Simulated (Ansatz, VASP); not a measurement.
# One calculation of Sb2Br, two programs

```
Br Sb
1.0
     0.00000    6.06463    0.00000
     7.47935   -3.03231    0.00000
     3.23842    0.00000   -6.91327
Br Sb
2 4
Direct
  0.81800 0.63600 0.63100
  0.18200 0.36400 0.36900
  0.14500 0.29000 0.89500
  0.85500 0.71000 0.10500
  0.52400 0.04800 0.74300
  0.47600 0.95200 0.25700
```

Alike in both runs: task single point; functional r2SCAN; k mesh 3 × 3 × 3; no spin polarisation.

```csv
,VASP,Ansatz
version,VASP 6.6.1,Ansatz 0.2.0
potentials or method,"VASP PAW PBE potentials, release 64 (Br, Sb), cutoff 520 eV",PAW plane waves
occupations,"methfessel-paxton of order 1, width 0.1739 eV","cold, width 0.1739 eV"
valence electrons in the cell,34,74
```

```csv
,VASP,Ansatz,Ansatz less VASP
gap on the k mesh at the Fermi level (eV),none,none,-
pressure (GPa),-7.1,-7.1,+0.02
"traceless stress, the component that is largest in VASP (GPa)",-1.35,-1.33,+0.020
rms of the force components (eV/Å),0.770,0.776,+0.0060
```

VASP's potentials were made for PBE, not for r2SCAN. Atom by atom the forces differ by 0.009 eV/Å (rms over components). A gap of «none» marks a metal or a gap that the smearing closes. VASP's potentials hold 34 valence electrons a cell and Ansatz's 74, so a difference there can come from the potentials and not from the codes.

The k mesh is coarse, so the values compare programs but aren't converged. Neither program's run includes spin-orbit coupling.
